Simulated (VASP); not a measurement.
BN: single point with PBE

BN:

```
CELL_PARAMETERS angstrom
2.56922 0.00000 0.00000
-1.28461 2.22501 0.00000
0.00000 0.00000 6.23522
ATOMIC_POSITIONS crystal
B 0.33333 0.66667 0.25000
B 0.66667 0.33333 0.75000
N 0.33333 0.66667 0.75000
N 0.66667 0.33333 0.25000
```

This cell differs from its parent crystal: strained.

```json
{"Program": "VASP 6.6.1", "Task": "single point", "Functional": "PBE", "Potentials or basis": "VASP PAW PBE potentials, release 64 (B, N)", "Cutoff": "520 eV", "k mesh": "12 × 12 × 4", "Occupations": "gaussian, width 0.02 eV", "Spin": "no spin polarisation"}
```

```
Pressure               : -13.3 GPa
Band gap on the k mesh : 4.01 eV (least direct gap 4.29 eV)
```

Stress tensor (GPa, compression positive):
```
-22.59   0.00   0.00
  0.00 -22.59   0.00
  0.00   0.00   5.22
```

Levels at points of the mesh, in eV from the valence-band top:
```tsv
k point	band 4	band 5	band 6	band 7	band 8	band 9	band 10	band 11	band 12	band 13
(0.00, 0.00, 0.00)	-3.32	-1.50	-1.50	-1.42	-1.42	5.56	10.53	10.79	10.79	11.01
(0.50, 0.00, 0.00)	-8.58	-4.13	-4.00	-1.69	-0.28	4.01	5.72	8.83	8.99	12.67
(0.00, 0.00, 0.50)	-4.97	-1.46	-1.46	-1.46	-1.46	8.09	8.09	10.90	10.90	10.90
(0.50, 0.00, 0.50)	-8.66	-4.06	-4.06	-0.93	-0.93	4.50	4.50	9.10	9.10	13.48
```

Run time: 45 s on 1 thread of Intel Xeon 8259CL, with other jobs on the host, peak memory 0.16 GiB.

Caveat: the cell differs from its parent crystal (strained); the stress differs along the axes, from -23 to 5 GPa; this functional lacks dispersion, which binds layers or chains, so the pressure and a relaxed spacing across them are unreliable. A k mesh can miss the band edges.
